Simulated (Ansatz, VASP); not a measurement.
Two plane-wave programs on BH8C2N

Contents of INCAR:

```
ALGO = Normal
EDIFF = 1E-7
ENCUT = 520
GGA = PE
ISIF = 2
ISMEAR = 0
IVDW = 12
LASPH = T
LCHARG = F
LREAL = Auto
LWAVE = F
NBANDS = 42
NELM = 100
PREC = Accurate
SIGMA = 0.1
```

KPOINTS

```
k-points
0
Gamma
  4 4 4
```

File POSCAR:

```
BH8C2N
1.0
    5.8330000000      0.0000000000      0.0000000000
    2.4577894250      5.5052803872      0.0000000000
    0.9187760675      0.7327454405      6.1283386539
B H C N
2 16 4 2
Direct
    0.4865000000      0.8691000000      0.9062000000
    0.5135000000      0.1309000000      0.0938000000
    0.6610000000      0.1411000000      0.5426000000
    0.3390000000      0.8589000000      0.4574000000
    0.8446000000      0.0425000000      0.7349000000
    0.1554000000      0.9575000000      0.2651000000
    0.6813000000      0.3294000000      0.6843000000
    0.3187000000      0.6706000000      0.3157000000
    0.2331000000      0.4900000000      0.7656000000
    0.7669000000      0.5100000000      0.2344000000
    0.0953000000      0.3118000000      0.8746000000
    0.9047000000      0.6882000000      0.1254000000
    0.2124000000      0.3001000000      0.6261000000
    0.7876000000      0.6999000000      0.3739000000
    0.3276000000      0.8559000000      0.8859000000
    0.6724000000      0.1441000000      0.1141000000
    0.6315000000      0.7468000000      0.8292000000
    0.3685000000      0.2532000000      0.1708000000
    0.6831000000      0.1655000000      0.6884000000
    0.3169000000      0.8345000000      0.3116000000
    0.2338000000      0.3263000000      0.7714000000
    0.7662000000      0.6737000000      0.2286000000
    0.4762000000      0.1407000000      0.8438000000
    0.5238000000      0.8593000000      0.1562000000
```

Input for Ansatz:

```yaml
crystal:
  lattice:
    - [5.833, 0.0, 0.0]
    - [2.457789425, 5.5052803872, 0.0]
    - [0.9187760675, 0.7327454405, 6.1283386539]
  atoms:
    - { symbol: B, position: [0.4865, 0.8691, 0.9062] }
    - { symbol: B, position: [0.5135, 0.1309, 0.0938] }
    - { symbol: H, position: [0.661, 0.1411, 0.5426] }
    - { symbol: H, position: [0.339, 0.8589, 0.4574] }
    - { symbol: H, position: [0.8446, 0.0425, 0.7349] }
    - { symbol: H, position: [0.1554, 0.9575, 0.2651] }
    - { symbol: H, position: [0.6813, 0.3294, 0.6843] }
    - { symbol: H, position: [0.3187, 0.6706, 0.3157] }
    - { symbol: H, position: [0.2331, 0.49, 0.7656] }
    - { symbol: H, position: [0.7669, 0.51, 0.2344] }
    - { symbol: H, position: [0.0953, 0.3118, 0.8746] }
    - { symbol: H, position: [0.9047, 0.6882, 0.1254] }
    - { symbol: H, position: [0.2124, 0.3001, 0.6261] }
    - { symbol: H, position: [0.7876, 0.6999, 0.3739] }
    - { symbol: H, position: [0.3276, 0.8559, 0.8859] }
    - { symbol: H, position: [0.6724, 0.1441, 0.1141] }
    - { symbol: H, position: [0.6315, 0.7468, 0.8292] }
    - { symbol: H, position: [0.3685, 0.2532, 0.1708] }
    - { symbol: C, position: [0.6831, 0.1655, 0.6884] }
    - { symbol: C, position: [0.3169, 0.8345, 0.3116] }
    - { symbol: C, position: [0.2338, 0.3263, 0.7714] }
    - { symbol: C, position: [0.7662, 0.6737, 0.2286] }
    - { symbol: "N", position: [0.4762, 0.1407, 0.8438] }
    - { symbol: "N", position: [0.5238, 0.8593, 0.1562] }
basis:
  ecutwfc: 420
kpoints:
  mp_grid: { grid: [4, 4, 4] }
hamiltonian:
  xc: pbe
  dispersion: d3bj
scf:
  occupations: { method: gaussian, width: 0.1 }
output:
  forces: true
  stress: true
  eigenvalues: true
```

Alike in both runs: task single point; functional PBE; dispersion D3(BJ); k mesh 4 × 4 × 4; occupations gaussian, width 0.1 eV; no spin polarisation.

|  | VASP | Ansatz |
| --- | --- | --- |
| version | VASP 6.6.1 | Ansatz 0.2.0 |
| potentials or method | VASP PAW PBE potentials, release 64 (B, H, C, N), cutoff 520 eV | scalar-relativistic, plane waves, PAW |
| valence electrons in the cell | 48 | 48 |

```csv
,VASP,Ansatz,Ansatz less VASP
gap on the k mesh at the Fermi level (eV),5.85,5.85,+0.001
least direct gap on the mesh (eV),5.85,5.85,+0.001
pressure (GPa),26.0,26.3,+0.23
"traceless stress, the component that is largest in VASP (GPa)",6.30,6.35,+0.045
rms of the force components (eV/Å),3.460,3.472,+0.0124
```

Atom by atom the forces differ by 0.016 eV/Å (rms over components).
